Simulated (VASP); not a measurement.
# NaTaO2 (I4/mmm) in VASP: further runs

The runs below take NaTaO2 through single point, relaxation of cell and atoms, with PBE.

All numbers are computed with VASP 6.6.1; they aren't measurements. Logs are shortened: lines on timing, memory, paths and dates and some standing lists are left out, and cuts for length are marked.

### Step 1. The cell of the first run

It takes space group I4/mmm (No. 139, tetragonal). Conventional cell: a = 4.856 Å, b = 4.856 Å, c = 4.900 Å, α = 90.00°, β = 90.00°, γ = 90.00°. Na (site symmetry 4/mmm) has 4 O at 2.43 Å and 2 Ta at 2.45 Å within 3.2 Å. Ta (site symmetry 4/mmm) has 4 O at 2.43 Å and 2 Na at 2.45 Å within 3.2 Å. Within 3.2 Å of O (site symmetry mmm) lie 2 Na at 2.43 Å and 2 Ta at 2.43 Å and 2 O at 2.45 Å.

The cell was generated, and may not be a known phase.

### Step 2. Single point, PBE, collinear spin

Input file INCAR:

```
SYSTEM = NaTaO2
PREC = Accurate
ENCUT = 520
EDIFF = 1E-6
ISMEAR = 0
SIGMA = 0.1
LREAL = .False.
LASPH = .True.
NELM = 150
ALGO = Normal
ISIF = 2
LWAVE = .False.
LCHARG = .False.
ISPIN = 2
MAGMOM = 0 1 0 0
LORBIT = 11
LMAXMIX = 4
GGA = PE
NBANDS = 27
```

Input file KPOINTS:

```
Automatic mesh
0
Gamma
  6 6 6
  0 0 0
```

Input file POSCAR:

```
NaTaO2
1.0
   -2.4278855400      2.4278855400      2.4500159700
    2.4278855400     -2.4278855400      2.4500159700
    2.4278855400      2.4278855400     -2.4500159700
Na Ta O
1 1 2
Direct
    0.0000000000      0.0000000000      0.0000000000
    0.5000000000      0.5000000000      0.0000000000
    0.5000000000      0.0000000000      0.5000000000
    0.0000000000      0.5000000000      0.5000000000
```

Potentials or basis: VASP PAW PBE potentials, release 64 (Na_pv, Ta_pv, O).

Run with:

```console
> cat potpaw_PBE.64/Na_pv/POTCAR potpaw_PBE.64/Ta_pv/POTCAR potpaw_PBE.64/O/POTCAR > POTCAR
> mpirun -np 1 vasp_std > vasp.out
```

OUTCAR:

```text
SYSTEM = NaTaO2
   PREC = Accurate
   ENCUT = 520
   EDIFF = 1E-6
   ISMEAR = 0
   LREAL = .False.
   LASPH = .True.
   NELM = 150
   ISIF = 2
   ISPIN = 2
   LORBIT = 11
   GGA = PE

 ion  position               nearest neighbor table
   1  0.000  0.000  0.000-   2 2.45   2 2.45
   2  0.500  0.500  0.000-   3 2.43   4 2.43   3 2.43   4 2.43   1 2.45   1 2.45
   3  0.500  0.000  0.500-   2 2.43   2 2.43
   4  0.000  0.500  0.500-   2 2.43   2 2.43

  LATTYP: Found a body centered tetragonal cell.
 ALAT       =     4.8557710800
 C/A-ratio  =     1.0091151043

  Lattice vectors:

 A1 = (  -2.4278855400,   2.4278855400,   2.4500159700)
 A2 = (   2.4278855400,  -2.4278855400,   2.4500159700)
 A3 = (   2.4278855400,   2.4278855400,  -2.4500159700)

Analysis of symmetry for initial positions (statically):
=====================================================================
 Subroutine PRICEL returns:
 Original cell was already a primitive cell.

 Routine SETGRP: Setting up the symmetry group for a
 body centered tetragonal supercell.

 Subroutine GETGRP returns: Found 16 space group operations
 (whereof 16 operations were pure point group operations)
 out of a pool of 16 trial point group operations.

The static configuration has the point symmetry D_4h.

Analysis of symmetry for dynamics (positions and initial velocities):
=====================================================================
 Subroutine PRICEL returns:
 Original cell was already a primitive cell.

 Routine SETGRP: Setting up the symmetry group for a
 body centered tetragonal supercell.

 Subroutine GETGRP returns: Found 16 space group operations
 (whereof 16 operations were pure point group operations)
 out of a pool of 16 trial point group operations.

The dynamic configuration has the point symmetry D_4h.

Analysis of structural, dynamic, and magnetic symmetry:
=====================================================================
 Subroutine PRICEL returns:
 Original cell was already a primitive cell.

 Routine SETGRP: Setting up the symmetry group for a
 body centered tetragonal supercell.

 Subroutine GETGRP returns: Found 16 space group operations
 (whereof 16 operations were pure point group operations)
 out of a pool of 16 trial point group operations.

The overall configuration has the point symmetry D_4h.

 Subroutine INISYM returns: Found 16 space group operations
 (whereof 16 operations are pure point group operations),
 and found     1 'primitive' translations

[... 120 lines left out ...]
  Fermi-wavevector in a.u.,A,eV,Ry     =   1.315892  2.486675 23.559453  1.731571
  Thomas-Fermi vector in A             =   2.446042
   LORBIT       =     11    0 simple, 1 ext, 2 COOP (PROOUT), +10 PAW based schemes
   GGA     = PE    functional components
   LHFCALC =     F    Hartree Fock is set to
   AEXX    =    0.0000 exact exchange contribution
   IVDW    =     0    specifies the selected vdW correction
   LEPSILON=     F    determine dielectric tensor
   LRPA    =     F    only Hartree local field effects (RPA)
 spin polarized calculation
 Gauss-broadening in eV      SIGMA  =   0.10
  energy-cutoff  :      520.00
  volume of cell :       57.77
 maximum number of plane-waves:      1576
   NGX = 15   NGY = 15   NGZ = 15

 number of electron      30.0000018 magnetization       1.9410759

 Free energy of the ion-electron system (eV)
  ---------------------------------------------------
  ext. energy  EPLUGINS =         0.00000000
  ---------------------------------------------------
  free energy    TOTEN  =       -22.28609136 eV

  energy without entropy =      -22.27888927  energy(sigma->0) =      -22.28249032

 E-fermi :   3.3389     XC(G=0): -10.3410

 val. band max:        3.2956322293   @ k =  -0.1667  -0.3333   0.1667
 cond. band min:       3.3450022183   @ k =  -0.3333  -0.3333   0.1667
 fundamental gap:      0.0493699890
 Fermi energy:         3.3388557401

 spin component 1

 k-point     1 :       0.0000    0.0000    0.0000
  band No.  band energies     occupation
      1     -33.1062      1.00000
      2     -33.0262      1.00000
      3     -33.0262      1.00000
      4     -20.9894      1.00000
      5     -20.5946      1.00000
      6     -20.5946      1.00000
[... 709 lines left out ...]
     26      16.7196      0.00000
     27      17.0476      0.00000

 [... further k-points ...]

 spin component 2

 k-point     1 :       0.0000    0.0000    0.0000
  band No.  band energies     occupation
      1     -32.1756      1.00000
      2     -32.1756      1.00000
      3     -31.6818      1.00000
      4     -20.8321      1.00000
      5     -20.5559      1.00000
      6     -20.5559      1.00000
[... 709 lines left out ...]
     26      17.2682      0.00000
     27      17.6287      0.00000

 [... further k-points ...]
[... 5 lines left out ...]
  --------------------------------------------------------------------------------------
  -------------------------------------------------------------------------------------
  Total      -16.2163934    -16.2163934     20.2446018      0.0000000      0.0000000      0.0000000
  in kB     -449.7586572   -449.7586572    561.4802659      0.0000000      0.0000000      0.0000000
  external PRESSURE =    -112.6790161 kB  Pullay stress =       0.0000000 kB

 VOLUME and BASIS-vectors are now :
 -----------------------------------------------------------------------------
  energy-cutoff  :      520.00
  volume of cell :       57.77
      direct lattice vectors                 reciprocal lattice vectors
    -2.427885540  2.427885540  2.450015970     0.000000000  0.205940516  0.204080302
     2.427885540 -2.427885540  2.450015970     0.205940516  0.000000000  0.204080302
     2.427885540  2.427885540 -2.450015970     0.205940516  0.205940516  0.000000000

 POSITION                                       TOTAL-FORCE (eV/Angst)
 -----------------------------------------------------------------------------------
      0.00000      0.00000      0.00000         0.000000     -0.000000     -0.000000
      0.00000      0.00000      2.45002        -0.000000      0.000000     -0.000000
      0.00000      2.42789      0.00000         0.000000     -0.000000      0.000000
      2.42789      0.00000      0.00000        -0.000000     -0.000000      0.000000
 -----------------------------------------------------------------------------------
    total drift:                               -0.000000     -0.000000      0.000000

  FREE ENERGIE OF THE ION-ELECTRON SYSTEM (eV)
  ---------------------------------------------------
  free  energy   TOTEN  =       -22.2860913609 eV

  energy  without entropy=      -22.2788892746  energy(sigma->0) =      -22.28249032

 total charge

# of ion       s       p       d       tot
------------------------------------------
    1        0.115   6.036   0.000   6.151
    2        0.270   6.017   2.176   8.463
    3        1.577   3.259   0.000   4.836
    4        1.577   3.259   0.000   4.836
--------------------------------------------------
tot          3.539  18.571   2.176  24.285

 magnetization (x)

# of ion       s       p       d       tot
------------------------------------------
    1        0.039   0.045   0.000   0.083
    2        0.112   0.008   1.522   1.643
    3       -0.001  -0.176   0.000  -0.178
    4       -0.001  -0.176   0.000  -0.178
--------------------------------------------------
tot          0.149  -0.300   1.522   1.371
```

OSZICAR:

```text
N       E                     dE             d eps       ncg     rms          rms(c)
DAV:   1     0.280473830807E+03    0.28047E+03   -0.15238E+04  3328   0.120E+03
DAV:   2    -0.751652543575E+01   -0.28799E+03   -0.26439E+03  3614   0.361E+02
DAV:   3    -0.288775167243E+02   -0.21361E+02   -0.20818E+02  3778   0.961E+01
[... 13 lines left out ...]
DAV:  17    -0.222861124943E+02   -0.12175E-03   -0.31408E-04  3545   0.843E-02    0.802E-02
DAV:  18    -0.222860964090E+02    0.16085E-04   -0.43015E-04  3468   0.929E-02    0.629E-02
DAV:  19    -0.222860868147E+02    0.95943E-05   -0.11877E-04  3552   0.612E-02    0.117E-02
DAV:  20    -0.222860908616E+02   -0.40470E-05   -0.97122E-06  3651   0.150E-02    0.763E-03
DAV:  21    -0.222860913609E+02   -0.49927E-06   -0.99712E-07  2435   0.593E-03
   1 F= -.22286091E+02 E0= -.22282490E+02  d E =-.720209E-02  mag=     1.9407
```

It took 50 s on 1 thread of Intel Xeon 6975P-C (Granite Rapids), shared host; peak memory 0.24 GiB.

Results:

| Item | Value |
| --- | --- |
| Free energy | -22.2861 eV |
| Pressure | -11.3 GPa |
| Net moment | 1.94 μB per cell |
| Site moments | Na +0.08; Ta +1.64; O -0.18 μB |
| Valence electrons inside the program's atomic spheres | Na 6.15; Ta 8.46; O 4.84 |

Stress tensor (GPa, compression positive):
```
-44.98   0.00   0.00
  0.00 -44.98   0.00
  0.00   0.00  56.15
```

Levels at points of the mesh, in eV from the Fermi level:
Spin up:
| k point | band 13 | band 14 | band 15 | band 16 | band 17 | band 18 | band 19 | band 20 |
| --- | --- | --- | --- | --- | --- | --- | --- | --- |
| (0.00, 0.00, 0.00) | -2.67 | -2.67 | -1.49 | -1.49 | -1.06 | 0.25 | 0.83 | 1.24 |
| (0.50, 0.00, 0.00) | -3.01 | -2.09 | -0.69 | -0.26 | 0.47 | 0.69 | 1.45 | 3.73 |
| (0.50, 0.50, 0.00) | -2.19 | -1.01 | -0.55 | 0.26 | 0.85 | 1.30 | 3.66 | 4.22 |
| (0.50, 0.50, 0.50) | -2.12 | -1.65 | -0.24 | -0.24 | 0.22 | 0.34 | 1.24 | 2.55 |
Spin down:
```csv
k point,band 12,band 13,band 14,band 15,band 16,band 17
"(0.00, 0.00, 0.00)",-2.77,-2.77,-0.88,-0.45,-0.07,0.24
"(0.50, 0.00, 0.00)",-3.39,-3.01,-2.60,1.22,1.33,1.72
"(0.50, 0.50, 0.00)",-3.97,-2.31,-0.57,1.07,1.59,2.05
"(0.50, 0.50, 0.50)",-2.27,-2.27,-0.37,0.57,1.22,1.61
```

Caveat: the stress differs along the axes, from -45 to 56 GPa; spin-orbit coupling is left out, which moves the levels of the heavy elements.

### Step 3. Single point, PBE, collinear spin

This run uses another cell than the first one, of 16.18 Å³/atom.

Input file INCAR:

```
PREC     = Accurate       # precision mode
ENCUT    = 520            # plane-wave cutoff, eV
EDIFF    = 1E-6           # SCF threshold, eV
ISMEAR   = 0              # smearing method
SIGMA    = 0.1            # smearing width, eV
LREAL    = False          # projectors in reciprocal space
LASPH    = True           # aspherical terms in the spheres
NELM     = 150            # most SCF steps
ALGO     = Normal         # electronic algorithm
ISIF     = 2              # what is computed and relaxed
LWAVE    = False          # write WAVECAR
LCHARG   = False          # write CHGCAR
ISPIN    = 2              # spin polarisation
MAGMOM   = 0 1 0 0        # initial moments
LORBIT   = 11             # projections on sites
LMAXMIX  = 4              # l up to which the mixer works
GGA      = PE             # functional
NBANDS   = 27             # bands
```

Input file KPOINTS:

```
Automatic mesh
0
Gamma
  6 6 6
```

Input file POSCAR:

```
NaTaO2
1.0
   -2.0642231857      2.0642231857      3.7971526051
    2.0642231857     -2.0642231857      3.7971526051
    2.0642231857      2.0642231857     -3.7971526051
Na Ta O
1 1 2
Direct
    0.0000000000      0.0000000000      0.0000000000
    0.5000000000      0.5000000000      0.0000000000
    0.5000000000      0.0000000000      0.5000000000
    0.0000000000      0.5000000000      0.5000000000
```

Potentials or basis: VASP PAW PBE potentials, release 64 (Na_pv, Ta_pv, O).

Run with:

```console
> cat potpaw_PBE.64/Na_pv/POTCAR potpaw_PBE.64/Ta_pv/POTCAR potpaw_PBE.64/O/POTCAR > POTCAR
> mpirun -np 1 vasp_std > vasp.out
```

OUTCAR:

```text
PREC = Accurate
   ENCUT = 520
   EDIFF = 1E-6
   ISMEAR = 0
   LREAL = False
   LASPH = True
   NELM = 150
   ISIF = 2
   ISPIN = 2
   LORBIT = 11
   GGA = PE

 ion  position               nearest neighbor table
   1  0.000  0.000  0.000-   3 2.06   4 2.06   4 2.06   3 2.06   2 2.92   2 2.92   2 2.92   2 2.92

   2  0.500  0.500  0.000-   3 2.06   4 2.06   3 2.06   4 2.06   1 2.92   1 2.92   1 2.92   1 2.92

   3  0.500  0.000  0.500-   1 2.06   2 2.06   2 2.06   1 2.06
   4  0.000  0.500  0.500-   1 2.06   2 2.06   1 2.06   2 2.06
[... 1670 lines left out ...]
  energy-cutoff  :      520.00
  volume of cell :       64.72
      direct lattice vectors                 reciprocal lattice vectors
    -2.064223186  2.064223186  3.797152605     0.000000000  0.242221870  0.131677615
     2.064223186 -2.064223186  3.797152605     0.242221870  0.000000000  0.131677615
     2.064223186  2.064223186 -3.797152605     0.242221870  0.242221870  0.000000000

 POSITION                                       TOTAL-FORCE (eV/Angst)
 -----------------------------------------------------------------------------------
      0.00000      0.00000      0.00000        -0.000000      0.000000     -0.000000
      0.00000      0.00000      3.79715         0.000000     -0.000000     -0.000000
      0.00000      2.06422      0.00000        -0.000000      0.000000      0.000000
      2.06422      0.00000      0.00000        -0.000000      0.000000     -0.000000
 -----------------------------------------------------------------------------------
    total drift:                                0.000000      0.000000     -0.000000

  FREE ENERGIE OF THE ION-ELECTRON SYSTEM (eV)
  ---------------------------------------------------
  free  energy   TOTEN  =       -28.8325955559 eV

  energy  without entropy=      -28.8220359665  energy(sigma->0) =      -28.82731576

 total charge

# of ion       s       p       d       tot
------------------------------------------
    1        0.100   6.064   0.000   6.165
    2        0.378   6.162   2.055   8.594
    3        1.565   3.485   0.000   5.050
    4        1.565   3.485   0.000   5.050
--------------------------------------------------
tot          3.607  19.196   2.055  24.859

 magnetization (x)

# of ion       s       p       d       tot
------------------------------------------
    1       -0.000  -0.000   0.000  -0.000
    2        0.012   0.001   0.108   0.120
    3       -0.000  -0.006   0.000  -0.006
    4       -0.000  -0.006   0.000  -0.006
--------------------------------------------------
tot          0.011  -0.010   0.108   0.108
```

stdout:

```text
POSCAR found type information on POSCAR NaTaO
 POSCAR found :  3 types and       4 ions
 scaLAPACK will be used
 LDA part: xc-table for (Slater+PW92), standard interpolation
 POSCAR, INCAR and KPOINTS ok, starting setup
 FFT: planning ... GRIDC
 FFT: planning ... GRID_SOFT
 FFT: planning ... GRID
 WAVECAR not read
 entering main loop
```

Wall time 64 s (1 thread of Intel Xeon 6975P-C (Granite Rapids), shared host); peak memory 0.29 GiB.

Results:

| Item | Value |
| --- | --- |
| Free energy | -28.8326 eV |
| Pressure | 0.5 GPa |
| Net moment | 0.17 μB per cell |
| Site moments | Na -0.00; Ta +0.12; O -0.01 μB |
| Valence electrons inside the program's atomic spheres | Na 6.17; Ta 8.59; O 5.05 |

Caveat: a moment this small can come from the mesh or the smearing; spin-orbit coupling is left out, which moves the levels of the heavy elements.

### Step 4. Single point, PBE

This run uses another cell than the first one, of 16.40 Å³/atom.

Input file INCAR:

```
SYSTEM = NaTaO2
  ALGO = Normal
  EDIFF = 1E-7
  ENCUT = 520
  GGA = PE
  ISIF = 2
  ISMEAR = 0
  LASPH = .TRUE.
  LCHARG = .FALSE.
  LREAL = .FALSE.
  LWAVE = .FALSE.
  NBANDS = 23
  NELM = 100
  PREC = Accurate
  SIGMA = 0.1
```

Input file KPOINTS:

```
k-points
0
G
  16 16 16
  0 0 0
```

Input file POSCAR:

```
NaTaO2
1.0
   -2.0641531839      2.0641531839      3.8499342069
    2.0641531839     -2.0641531839      3.8499342069
    2.0641531839      2.0641531839     -3.8499342069
Na Ta O
1 1 2
Direct
    0.0000000000      0.0000000000      0.0000000000
    0.5000000000      0.5000000000      0.0000000000
    0.5000000000      0.0000000000      0.5000000000
    0.0000000000      0.5000000000      0.5000000000
```

Run with:

```console
> cat potpaw_PBE.64/Na_pv/POTCAR potpaw_PBE.64/Ta_pv/POTCAR potpaw_PBE.64/O/POTCAR > POTCAR
> mpirun -np 1 vasp_std > vasp.out
```

Wall time 4.3 min (1 thread of Intel Xeon 6975P-C (Granite Rapids), shared host); peak memory 0.59 GiB.

It converged, with:

```yaml
Free_energy: -28.8320 eV
Pressure: 0.5 GPa
Band_gap_on_the_k_mesh: zero (bands 15 and 16 overlap by 0.81 eV)
```

Stress tensor (GPa, compression positive):
```
 0.73  0.00  0.00
 0.00  0.73  0.00
 0.00  0.00 -0.08
```

Levels at points of the mesh, in eV from the Fermi level:
```csv
k point,band 11,band 12,band 13,band 14,band 15,band 16,band 17,band 18,band 19,band 20
"(0.00, 0.00, 0.00)",-4.28,-3.93,-3.72,-3.72,-1.92,-0.48,-0.18,-0.18,3.54,3.70
"(0.50, 0.00, 0.00)",-5.10,-4.75,-4.66,-4.28,-0.41,0.20,1.89,2.34,3.10,4.13
"(0.50, 0.50, 0.00)",-6.86,-5.42,-4.82,-3.51,-0.19,2.28,2.47,3.23,3.54,4.77
"(0.50, 0.50, 0.50)",-5.02,-3.71,-3.71,-3.60,-0.40,0.36,0.36,0.47,2.83,3.53
```

Caveat: spin-orbit coupling is left out, which moves the levels of the heavy elements.

(Part 1 of 2 ends here.)

The gap in the log of VASP goes by the Fermi energy; the results here count the filled bands.